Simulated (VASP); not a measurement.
# MgO in VASP: a series of runs

MgO is run at these levels: PBE+D3(BJ); tasks: single point.

All numbers are computed with VASP 6.6.1; they aren't measurements. Logs are shortened: lines on timing, memory, paths and dates and some standing lists are left out, and cuts for length are marked.

### 1 The cell of the first run

The cell holds a slab with vacuum, 24 atoms: a = 5.897 Å, b = 5.897 Å, c = 19.018 Å, α = 90.00°, β = 90.00°, γ = 60.00°.

### 2 Single point, PBE+D3(BJ)

Contents of INCAR:

```
SYSTEM = MgO
PREC     = Accurate       ! precision mode
ENCUT    = 520            ! plane-wave cutoff, eV
EDIFF    = 1E-6           ! SCF threshold, eV
ISMEAR   = -1             ! smearing method
SIGMA    = 0.05           ! smearing width, eV
LREAL    = Auto         
LASPH    = .True.         ! aspherical terms in the spheres
NELM     = 60             ! most SCF steps
ALGO     = Normal         ! electronic algorithm
ISIF     = 2              ! what is computed and relaxed
LWAVE    = .False.        ! write WAVECAR
LCHARG   = .False.        ! write CHGCAR
GGA      = PE             ! functional
IVDW     = 12             ! dispersion correction
NBANDS   = 66             ! bands
```

Contents of KPOINTS:

```
Automatic mesh
0
Gamma
  2 2 1
  0 0 0
```

Contents of POSCAR:

```
MgO
1.0
    5.8968460000      0.0000000000      0.0000000000
    2.9484230000      5.1068190000      0.0000000000
    0.0000000000      0.0000000000     19.0184440000
Mg O
12 12
Direct
    0.0000000000      0.0000000000      0.0525805371
   -0.0000010201      0.4999981397      0.0525805371
    0.4999960996      0.0000000000      0.0525805371
    0.4999950795      0.4999981397      0.0525805371
    0.6882234533      0.6640337165      0.1863296493
    0.6736807364      0.1660916512      0.1865241972
    0.1663571650      0.6586291780      0.1822967221
    0.1926028056      0.1344281049      0.1877756140
    0.3256810310      0.3286194400      0.3075225292
    0.3614086944      0.7959945320      0.3112294570
    0.8405665467      0.3248205977      0.3327454128
    0.8354241471      0.8471418313      0.3181280235
    0.3333257694      0.8333367601      0.1158717296
    0.3333267894      0.3333386204      0.1158717296
    0.8333388272      0.8333367601      0.1158717296
    0.8333228890      0.3333386204      0.1158717296
    0.0057381389      0.4891303177      0.2402825384
    0.0221573637     -0.0250841081      0.2437844021
    0.4931430923      0.5129220362      0.2417337612
    0.5363980511     -0.0065990199      0.2410449561
    0.6431033985      0.1829514616      0.3646039602
    0.6758832795      0.6776233894      0.3682109851
    0.2010057099      0.1270849819      0.3675274381
    0.1955234430      0.6495432871      0.3688577257
```

Potentials or basis: VASP PAW PBE potentials, release 64 (Mg, O).

Command:

```bash
$ cat potpaw_PBE.64/Mg/POTCAR potpaw_PBE.64/O/POTCAR > POTCAR
$ mpirun -np 1 vasp_std > vasp.out
```

OUTCAR:

```text
SYSTEM = MgO
   PREC = Accurate
   ENCUT = 520
   EDIFF = 1E-6
   ISMEAR = -1
   LREAL = Auto
   LASPH = .True.
   NELM = 60
   ISIF = 2
   GGA = PE
   IVDW = 12
 IVDW          = 12

 ion  position               nearest neighbor table
   1  0.000  0.000  0.053-  15 2.08  13 2.08  16 2.08   3 2.95   2 2.95   4 2.95   4 2.95   2 2.95
                             3 2.95   7 3.02   6 3.04   8 3.07
   2  1.000  0.500  0.053-  14 2.08  16 2.08  15 2.08   4 2.95   1 2.95   3 2.95   3 2.95   1 2.95
                             4 2.95   7 2.97   5 3.00   8 3.18
   3  0.500  0.000  0.053-  13 2.08  14 2.08  15 2.08   1 2.95   4 2.95   2 2.95   2 2.95   4 2.95
                             1 2.95   8 3.01   5 3.07   6 3.08
   4  0.500  0.500  0.053-  14 2.08  16 2.08  13 2.08   2 2.95   3 2.95   1 2.95   1 2.95   3 2.95
                             2 2.95   7 3.00   6 3.07   5 3.12
   5  0.688  0.664  0.186-  17 1.92  20 1.98  19 2.06  15 2.09  16 2.16  13 2.25   7 2.80   8 2.85
                            10 2.91   6 2.92   6 2.98   2 3.00  12 3.02   8 3.05   3 3.07   7 3.09
   6  0.674  0.166  0.187-  20 1.90  19 2.06  18 2.09  16 2.14  15 2.17  14 2.20   9 2.91   5 2.92
                             8 2.93   7 2.95   7 2.95   8 2.97   5 2.98  12 2.99   1 3.04   4 3.07
   7  0.166  0.659  0.182-  18 2.00  17 2.01  19 2.02  14 2.09  15 2.12  13 2.15   5 2.80   8 2.89
                             9 2.92   6 2.95   6 2.95   2 2.97  10 2.99   4 3.00   8 3.02   1 3.02
   8  0.193  0.134  0.188-  18 1.99  20 2.04  13 2.06  17 2.07  14 2.22  16 2.29   9 2.83   5 2.85
                             7 2.89  10 2.92   6 2.93   6 2.97   3 3.01   7 3.02   5 3.05   1 3.07
   9  0.326  0.329  0.308-  21 1.95  24 2.02  23 2.03  17 2.07  20 2.14  19 2.19   8 2.83  10 2.87
[... 5 lines left out ...]
  12  0.835  0.847  0.318-  22 1.93  21 1.93  24 2.08  20 2.12  18 2.15  17 2.35  11 2.85   9 2.93
                            10 2.96  10 2.97   9 2.98   6 2.99   5 3.02  11 3.08   7 3.09
  13  0.333  0.833  0.116-   8 2.06   1 2.08   3 2.08   4 2.08   7 2.15   5 2.25
  14  0.333  0.333  0.116-   4 2.08   2 2.08   3 2.08   7 2.09   6 2.20   8 2.22
  15  0.833  0.833  0.116-   1 2.08   2 2.08   3 2.08   5 2.09   7 2.12   6 2.17
  16  0.833  0.333  0.116-   4 2.08   2 2.08   1 2.08   6 2.14   5 2.16   8 2.29
  17  0.006  0.489  0.240-   5 1.92   7 2.01   8 2.07   9 2.07  12 2.35  11 2.43
  18  0.022  0.975  0.244-   8 1.99   7 2.00   6 2.09  12 2.15  10 2.16  11 2.46
  19  0.493  0.513  0.242-  10 1.96   7 2.02   6 2.06   5 2.06   9 2.19  11 2.48
  20  0.536  0.993  0.241-   6 1.90   5 1.98   8 2.04  12 2.12   9 2.14  10 2.32
  21  0.643  0.183  0.365-  11 1.84  12 1.93   9 1.95
  22  0.676  0.678  0.368-  11 1.93  12 1.93  10 1.95
  23  0.201  0.127  0.368-  11 1.96  10 2.00   9 2.03
  24  0.196  0.650  0.369-  10 1.94   9 2.02  12 2.08

  LATTYP: Found a hexagonal cell.
 ALAT       =     5.8968464865
 C/A-ratio  =     3.2251889283

  Lattice vectors:

 A1 = (  -2.9484230000,  -5.1068190000,   0.0000000000)
 A2 = (   5.8968460000,   0.0000000000,   0.0000000000)
 A3 = (   0.0000000000,   0.0000000000,  19.0184440000)

Analysis of symmetry for initial positions (statically):
=====================================================================
 Subroutine PRICEL returns:
 Original cell was already a primitive cell.

 Routine SETGRP: Setting up the symmetry group for a
 hexagonal supercell.

 Subroutine GETGRP returns: Found  1 space group operations
 (whereof  1 operations were pure point group operations)
 out of a pool of 24 trial point group operations.

The static configuration has the point symmetry C_1 .

Analysis of symmetry for dynamics (positions and initial velocities):
=====================================================================
 Subroutine PRICEL returns:
 Original cell was already a primitive cell.

 Routine SETGRP: Setting up the symmetry group for a
 hexagonal supercell.

 Subroutine GETGRP returns: Found  1 space group operations
[... 45 lines left out ...]
   TEBEG  =    0.0;   TEEND  =   0.0 temperature during run
   PSTRESS=    0.0 pullay stress
   NELECT =      96.0000    total number of electrons
   NUPDOWN=      -1.0000    fix difference up-down
   EMIN   =  10.00;   EMAX   =-10.00  energy-range for DOS
   EFERMI =   0.00;   METHOD = LEGACY
   ISMEAR =    -1;   SIGMA  =   0.05  broadening in eV -4-tet -1-fermi 0-gaus
   EFERMI_NEDOS =   21; number of points for ismear=-14 and -15
   IALGO  =     38    algorithm
   IMIX   =      4    mixing-type and parameters
     AMIX     =   0.40;   BMIX     =  1.00
     AMIX_MAG =   1.60;   BMIX_MAG =  1.00
  volume/ion in A,a.u.               =      23.86       161.04
  Fermi-wavevector in a.u.,A,eV,Ry     =   0.902645  1.705751 11.085584  0.814767
  Thomas-Fermi vector in A             =   2.025873
   LORBIT       =      0    0 simple, 1 ext, 2 COOP (PROOUT), +10 PAW based schemes
   GGA     = PE    functional components
   LHFCALC =     F    Hartree Fock is set to
   AEXX    =    0.0000 exact exchange contribution
   IVDW    =    12    specifies the selected vdW correction
   LEPSILON=     F    determine dielectric tensor
   LRPA    =     F    only Hartree local field effects (RPA)
 non-spin polarized calculation
  energy-cutoff  :      520.00
  volume of cell :      572.72
 maximum number of plane-waves:     15420
 NGX is ok and might be reduce to    48
   NGX = 21   NGY = 21   NGZ = 71

 number of electron      95.9999996 magnetization

 Free energy of the ion-electron system (eV)
  ---------------------------------------------------
  ext. energy  EPLUGINS =         0.00000000
  ---------------------------------------------------
  free energy    TOTEN  =      -121.94775382 eV

  energy without entropy =     -121.74572020  energy(sigma->0) =     -121.84673701

 E-fermi :  -2.4961     XC(G=0):  -5.3735

 val. band max:       -2.4987869091   @ k =   0.5000   0.5000   0.0000
 cond. band min:      -2.4481407685   @ k =   0.0000   0.5000   0.0000
 fundamental gap:      0.0506461405
 Fermi energy:        -2.4961488698

 k-point     1 :       0.0000    0.0000    0.0000
  band No.  band energies     occupation
      1     -21.2270      2.00000
      2     -20.3876      2.00000
      3     -20.3024      2.00000
      4     -20.1879      2.00000
      5     -19.7171      2.00000
      6     -18.9670      2.00000
[... 241 lines left out ...]
     59       4.7468      0.00000
     60       4.8455      0.00000
 [bands above 60 left out]

------------------------ aborting loop because EDIFF is reached ----------------------------------------

 Edisp (eV)   -5.03084

 E8    (eV) :    -2.0440

  FORCE on cell =-STRESS in cart. coord.  units (eV):
  Direction    XX          YY          ZZ          XY          YZ          ZX
  --------------------------------------------------------------------------------------
  -------------------------------------------------------------------------------------
  Total      14.81270    13.44120    -0.22853     1.50079     0.68691    -1.52058
  in kB      41.43808    37.60135    -0.63930     4.19841     1.92162    -4.25378
  external pressure =       26.13 kB  Pullay stress =        0.00 kB

 VOLUME and BASIS-vectors are now :
 -----------------------------------------------------------------------------
  energy-cutoff  :      520.00
  volume of cell :      572.72
      direct lattice vectors                 reciprocal lattice vectors
     5.896846000  0.000000000  0.000000000     0.169582180 -0.097908307  0.000000000
     2.948423000  5.106819000  0.000000000     0.000000000  0.195816613  0.000000000
     0.000000000  0.000000000 19.018444000     0.000000000  0.000000000  0.052580537

 POSITION                                       TOTAL-FORCE (eV/Angst)
 -----------------------------------------------------------------------------------
      0.00000      0.00000      1.00000         0.019019      0.084807      0.857114
      7.37105      2.55340      1.00000        -0.052298     -0.135045      0.864565
      2.94840      0.00000      1.00000         0.003370      0.024409      0.852984
      4.42260      2.55340      1.00000         0.072812     -0.016062      0.940962
      6.01620      3.39110      3.54370        -0.945241     -0.519693      0.180638
      4.46230      0.84820      3.54740         1.024070      0.603924      0.136136
[... 16 lines left out ...]
      1.56000      0.64900      6.98980         0.137841      0.111631     -0.245459
      3.06810      3.31710      7.01510        -0.746700     -0.060086      0.115473
 -----------------------------------------------------------------------------------
    total drift:                                0.003326      0.000208      0.005296

  FREE ENERGIE OF THE ION-ELECTRON SYSTEM (eV)
  ---------------------------------------------------
  free  energy   TOTEN  =      -126.9785976685 eV

  energy  without entropy=     -126.7765640520  energy(sigma->0) =     -126.87758086
```

It took 16 min on 1 thread of Intel Xeon Platinum 8259CL at 2.50GHz (Skylake/Cascade Lake), shared host; peak memory 0.68 GiB.

Results:

- Free energy: -126.9786 eV
- Largest force: 1.658 eV/Å
- Band gap on the k mesh: zero (bands 48 and 49 overlap by 0.27 eV)
- Dispersion energy per atom: -0.210 eV

Forces in eV/Å, atoms in the order of the input:
```
Mg   0.019  0.085  0.857
Mg  -0.052 -0.135  0.865
Mg   0.003  0.024  0.853
Mg   0.073 -0.016  0.941
Mg  -0.945 -0.520  0.181
Mg   1.024  0.604  0.136
Mg   0.344 -0.039  0.616
Mg  -0.325  1.001  0.267
Mg   0.115 -0.106  0.536
Mg   0.124  1.131  0.304
Mg   1.061  0.297 -0.388
Mg   0.354 -0.571 -0.071
O    0.121 -0.102 -1.305
O    0.055 -0.198 -1.278
O    0.181 -0.022 -1.355
O    0.026 -0.159 -1.235
O    0.601 -0.693  0.396
O   -0.211  0.760 -0.170
O    0.337 -1.064 -0.840
O   -1.658 -0.001 -0.017
O   -0.725 -0.235  0.609
O    0.088 -0.093  0.229
O    0.138  0.112 -0.245
O   -0.747 -0.060  0.115
```

Levels at points of the mesh, in eV from the Fermi level:
```
           k point  band 45  band 46  band 47  band 48  band 49  band 50  band 51  band 52  band 53  band 54
(0.00, 0.00, 0.00)    -0.22    -0.19    -0.17     0.21     0.26     2.37     2.39     2.40     3.59     3.59
(0.50, 0.00, 0.00)    -0.18    -0.17    -0.09    -0.09    -0.07     0.11     1.83     1.84     5.51     5.53
(0.50, 0.50, 0.00)    -0.14    -0.11    -0.08    -0.06     0.00     0.06     1.83     1.84     5.52     5.53
(0.00, 0.50, 0.00)    -0.14    -0.12    -0.08    -0.07    -0.02     0.05     1.84     1.84     5.51     5.54
```

Caveat: the k points lie up to 0.62 Å⁻¹ apart; there is no dipole correction, which matters where the two faces differ.

### 3 Single point, PBE+D3(BJ)

Contents of INCAR:

```
PREC = Accurate ; ENCUT = 520
EDIFF = 1E-6 ; ISMEAR = -1
SIGMA = 0.05 ; LREAL = Auto
LASPH = T ; NELM = 100
ALGO = Normal ; ISIF = 2
LWAVE = F ; LCHARG = F
GGA = PE ; IVDW = 12
NBANDS = 66
```

Contents of KPOINTS:

```
regular mesh
0
Gamma
  2 2 1
```

Contents of POSCAR:

```
MgO
1.0
    5.8968460000      0.0000000000      0.0000000000
    2.9484230000      5.1068190000      0.0000000000
    0.0000000000      0.0000000000     19.0184440000
Mg O
12 12
Direct
    0.0000000000      0.0000000000      0.0525805371
   -0.0000010201      0.4999981397      0.0525805371
    0.4999960996      0.0000000000      0.0525805371
    0.4999950795      0.4999981397      0.0525805371
    0.6446485895      0.6748036302      0.1940011496
    0.6499260154      0.1436314857      0.1906465114
    0.1684794891      0.6746665586      0.1946268580
    0.1509924936      0.1839697080      0.1924342496
    0.4077715861      0.3081761856      0.3324299296
    0.3339751022      0.8323772587      0.3293907746
    0.8449271300      0.3361779613      0.3384030786
    0.8293884931      0.8114248811      0.3207780826
    0.3333257694      0.8333367601      0.1158717296
    0.3333267894      0.3333386204      0.1158717296
    0.8333388272      0.8333367601      0.1158717296
    0.8333228890      0.3333386204      0.1158717296
   -0.0306666900      0.5317204311      0.2404928605
    0.0165686805      0.0074606130      0.2466921058
    0.5127025989      0.4719376191      0.2512508384
    0.4831868639      0.0186613232      0.2536274787
    0.7489380121      0.0991811145      0.3822131821
    0.6592269830      0.6777996244      0.3801677992
    0.1970361643      0.1835584931      0.3794895103
    0.1693921846      0.6511685650      0.3782906740
```

Potentials or basis: VASP PAW PBE potentials, release 64 (Mg, O).

Command:

```bash
$ cat potpaw_PBE.64/Mg/POTCAR potpaw_PBE.64/O/POTCAR > POTCAR
$ mpirun -np 1 vasp_std > vasp.out
```

Run time: 15 min. Hardware: 1 thread of Intel Xeon Platinum 8259CL at 2.50GHz (Skylake/Cascade Lake), shared host; peak memory 0.68 GiB.

Results (log left out):

| Property | Result |
| --- | --- |
| Free energy | -126.4464 eV |
| Largest force | 2.153 eV/Å |
| Band gap on the k mesh | zero (bands 48 and 49 overlap by 0.20 eV) |
| Dispersion energy per atom | -0.204 eV |

Forces in eV/Å, atoms in the order of the input:
```
Mg   0.005  0.018  1.519
Mg  -0.007  0.042  1.584
Mg  -0.050 -0.022  1.282
Mg   0.014 -0.034  1.479
Mg  -0.381 -0.409 -0.479
Mg   1.914  0.985 -0.052
Mg  -0.176 -0.372 -0.274
Mg   0.119  0.562 -0.054
Mg  -1.040  0.092 -0.067
Mg  -0.533  0.922 -0.264
Mg   0.865 -0.531 -0.565
Mg   1.123 -0.453 -0.407
O    0.106 -0.062 -0.629
O   -0.006 -0.142 -0.808
O   -0.183  0.271 -1.103
O   -0.158  0.014 -1.413
O    0.640 -0.458  0.843
O   -1.180 -0.647  0.490
O   -0.037  0.959 -0.112
O   -0.160 -1.069 -0.467
O   -0.185  0.605 -0.011
O   -0.270 -0.312  0.047
O   -0.171 -0.036 -0.145
O   -0.248  0.076 -0.394
```

Levels at points of the mesh, in eV from the Fermi level:
```csv
k point,band 46,band 47,band 48,band 49,band 50,band 51,band 52,band 53
"(0.00, 0.00, 0.00)",-0.23,-0.16,0.16,0.26,2.41,2.43,2.46,3.56
"(0.50, 0.00, 0.00)",-0.13,-0.09,-0.03,-0.02,0.04,1.86,1.88,5.47
"(0.50, 0.50, 0.00)",-0.10,-0.09,-0.08,-0.03,0.11,1.86,1.87,5.52
"(0.00, 0.50, 0.00)",-0.11,-0.08,-0.06,-0.04,0.06,1.86,1.87,5.49
```

Caveat: the k points lie up to 0.62 Å⁻¹ apart; there is no dipole correction, which matters where the two faces differ.

### 4 Single point, PBE+D3(BJ)

Contents of INCAR:

```
  PREC = Accurate
  ENCUT = 520
  EDIFF = 1E-6
  ISMEAR = -1
  SIGMA = 0.05
  LREAL = Auto
  LASPH = True
  NELM = 80
  ALGO = Normal
  ISIF = 2
  LWAVE = False
  LCHARG = False
  GGA = PE
  IVDW = 12
  NBANDS = 66
```

Contents of KPOINTS:

```
Automatic mesh
0
Gamma
  2 2 1
```

Contents of POSCAR:

```
MgO
1.0
    5.8968460000      0.0000000000      0.0000000000
    2.9484230000      5.1068190000      0.0000000000
    0.0000000000      0.0000000000     19.0184440000
Mg O
12 12
Direct
    0.0000000000      0.0000000000      0.0525805371
   -0.0000010201      0.4999981397      0.0525805371
    0.4999960996      0.0000000000      0.0525805371
    0.4999950795      0.4999981397      0.0525805371
    0.6773663024      0.6657373210      0.1872077442
    0.6660840438      0.1768419832      0.1916034771
    0.1594579317      0.6599803126      0.1935174087
    0.2147984654      0.1221895665      0.1848836845
    0.3561289224      0.3936893005      0.3468107065
    0.3098229581      0.8510385819      0.3251843316
    0.8581209389      0.3176928730      0.3111085218
    0.8044827703      0.8131089040      0.3166925748
    0.3333257694      0.8333367601      0.1158717296
    0.3333267894      0.3333386204      0.1158717296
    0.8333388272      0.8333367601      0.1158717296
    0.8333228890      0.3333386204      0.1158717296
   -0.0116074334      0.5065579963      0.2400827323
    0.0382078572     -0.0044450371      0.2391362827
    0.4950587446      0.4969825639      0.2448675612
    0.5268538876      0.0003133066      0.2484588119
    0.7610265981      0.0992202778      0.3729379754
    0.6408067603      0.6222856146      0.3636312203
    0.1940996180      0.1892959198      0.3730378784
    0.0706232331      0.7667982750      0.3880548798
```

Command:

```bash
$ cat potpaw_PBE.64/Mg/POTCAR potpaw_PBE.64/O/POTCAR > POTCAR
$ mpirun -np 1 vasp_std > vasp.out
```

Wall time 15 min (1 thread of Intel Xeon Platinum 8259CL at 2.50GHz (Skylake/Cascade Lake), shared host); peak memory 0.68 GiB.

Results (log left out):

| Quantity | Value |
| --- | --- |
| Free energy | -126.7851 eV |
| Largest force | 2.406 eV/Å |
| Band gap on the k mesh | 0.02 eV (least direct gap 0.04 eV) |
| Dispersion energy per atom | -0.206 eV |

Forces on the atoms (eV/Å):
```
Mg  -0.069 -0.003  1.280
Mg   0.019 -0.031  1.281
Mg   0.143 -0.004  0.953
Mg  -0.038 -0.002  1.269
Mg  -0.913 -0.115 -0.325
Mg   0.637 -0.613 -0.604
Mg   0.717 -0.019 -0.997
Mg   0.137  2.350  0.498
Mg  -0.207 -1.117  0.282
Mg   0.121  1.539 -0.184
Mg   1.055 -0.651  0.062
Mg  -0.524 -0.787  0.054
O    0.402 -0.485 -1.391
O    0.116 -0.210 -1.015
O   -0.055  0.108 -1.162
O   -0.117  0.042 -1.355
O    0.176 -0.871  1.237
O   -1.549  0.198  1.276
O    0.264  0.283  0.825
O   -1.022 -0.403 -1.014
O    1.080 -0.806  0.543
O   -0.379 -0.118  0.316
O    0.291  0.479 -0.871
O   -0.288  1.239 -0.959
```

Levels at points of the mesh, in eV from the valence-band top:
```
           k point  band 46  band 47  band 48  band 49  band 50  band 51
(0.00, 0.00, 0.00)    -0.20    -0.10    -0.02     0.87     2.46     2.47
(0.50, 0.00, 0.00)    -0.18    -0.09    -0.02     0.02     0.70     1.91
(0.50, 0.50, 0.00)    -0.08    -0.06    -0.01     0.04     0.78     1.90
(0.00, 0.50, 0.00)    -0.10    -0.08     0.00     0.08     0.70     1.90
```

Caveat: the k points lie up to 0.62 Å⁻¹ apart; the smearing spreads over this small gap; there is no dipole correction, which matters where the two faces differ; semilocal functionals underestimate gaps, and a narrow one can read as zero.

### 5 Summary

| cell | gap on the mesh (eV) | largest force (eV/Å) |
| --- | --- | --- |
| as given, atomic positions A | none | 1.66 |
| as given, atomic positions B | none | 2.15 |
| as given, atomic positions C | 0.02 | 2.41 |

Alike in all rows: task single point; level PBE+D3(BJ); potentials or basis VASP PAW PBE potentials, release 64 (Mg, O); no spin polarisation; k mesh 2 × 2 × 1; cutoff (eV) 520; smearing fermi-dirac 0.05 eV.

Caveats: all runs use coarse meshes; there is no dipole correction, which matters where the two faces differ; the smearing spreads over this small gap (at least some runs); semilocal functionals underestimate gaps, and a narrow one can read as zero (at least some runs).

Total energies depend on the potentials used, so only differences within one code and one set of settings carry meaning.

The gap in the log of VASP goes by the Fermi energy; the results here count the filled bands.